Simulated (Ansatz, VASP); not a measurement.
## One calculation of BaTiO3, two programs

INCAR

```
SYSTEM = BaTiO3
PREC = Accurate
ENCUT = 520
EDIFF = 1E-8
ISMEAR = -1
SIGMA = 0.05
LREAL = .False.
LASPH = .True.
NELM = 80
ALGO = Normal
ISIF = 2
LWAVE = .False.
LCHARG = .False.
GGA = PE
LEFG = .True.
NBANDS = 28
```

File KPOINTS:

```
Automatic mesh
0
Gamma
  8 8 8
  0 0 0
```

Contents of POSCAR:

```
BaTiO3
1.0
    3.9841000000     -0.0398410000     -0.0398410000
   -0.0568285000      2.8085920000      2.8174295000
   -0.0000875000     -2.8655080000      2.8741705000
Ba Ti O
1 1 3
Direct
    0.0000000000      0.0000000000      0.0000000000
    0.5000000000      0.5079000000      0.5079000000
    0.0000000000      0.4921000000      0.4921000000
    0.5000000000      0.5025100000      0.9937100000
    0.5000000000      0.9937100000      0.5025100000
```

Input for Ansatz:

```yaml
crystal:
  lattice:
    - [3.9841, -0.039841, -0.039841]
    - [-0.0568285, 2.808592, 2.8174295]
    - [-8.75e-05, -2.865508, 2.8741705]
  atoms:
    - { symbol: Ba, position: [0.0, 0.0, 0.0] }
    - { symbol: Ti, position: [0.5, 0.5079, 0.5079] }
    - { symbol: O, position: [0.0, 0.4921, 0.4921] }
    - { symbol: O, position: [0.5, 0.50251, 0.99371] }
    - { symbol: O, position: [0.5, 0.99371, 0.50251] }
kpoints:
  mp_grid: { grid: [8, 8, 8] }
scf:
  occupations: { method: fermi_dirac, width: 0.05 }
hamiltonian:
  xc: pbe
  pseudopotentials: { kind: all_electron, datasets: crystal }
output:
  forces: true
  stress: true
  eigenvalues: true
  efg: { contact_densities: true }
```

Change from the starting cell: equal xy, yz and zx shear strains of -2 %, crystal datasets.

Alike in both runs: task electric field gradients; functional PBE; k mesh 8 × 8 × 8; occupations fermi-dirac, width 0.05 eV; no spin polarisation.

```csv
,VASP,Ansatz
version,VASP 6.6.1,Ansatz 0.2.0
potentials or method,"VASP PAW PBE potentials, release 64 (Ba_sv, Ti_sv, O), cutoff 520 eV","all-electron PAW with datasets made for the crystal, scalar-relativistic"
```

Ansatz gave:

- pressure (GPa): 2.1
- traceless stress, the component that is largest in VASP (GPa): 2.45
- rms of the force components (eV/Å): 0.095
- size of Vzz on the site where it differs most (V/Å²): 20.6

Question: What did VASP give for the same quantities?

Answer: Pressure (GPa): 3.9; traceless stress, the component that is largest in VASP (GPa): 2.53; rms of the force components (eV/Å): 0.091; size of Vzz on the site where it differs most (V/Å²): 22.4.

Atom by atom the forces differ by 0.009 eV/Å (rms over components). Ansatz ran all-electron here, and VASP with PAW potentials.

Neither program's run includes spin-orbit coupling.
